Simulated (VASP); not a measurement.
Input of a VASP 6.6.1 run:

Contents of INCAR:

```
PREC = Accurate
ENCUT = 520
EDIFF = 1E-6
ISMEAR = -1
SIGMA = 0.08
LREAL = False
LASPH = True
NELM = 100
ALGO = Normal
ISIF = 2
LWAVE = False
LCHARG = True
GGA = CA
LELF = True
LVHAR = True
NBANDS = 16
```

Contents of KPOINTS:

```
regular mesh
0
Gamma
  8 8 12
```

POSCAR

```
Te
1.0
    4.2761829599      0.0000000000      0.0000000000
   -2.1380914799      3.7032830745      0.0000000000
    0.0000000000      0.0000000000      2.5657997033
Te
3
Direct
    0.0000000000      0.0000000000      0.0000000000
    0.3333333333      0.6666666667      0.5000000000
    0.6666666667      0.3333333333      0.5000000000
```

Potentials or basis: VASP PAW LDA potentials, release 64 (Te).

Run with:

```console
$ cat potpaw_LDA.64/Te/POTCAR > POTCAR
$ mpirun -np 1 vasp_std > vasp.out
```

Task: What does it give for the band gap on the k mesh?

Result: Zero (band 9 reaches 29.04 eV, above the bottom of band 10 at 17.99 eV).

Task: Estimate the pressure.

Result: 224.9 GPa.

Caveat: spin-orbit coupling is left out, which moves the levels of the heavy elements.
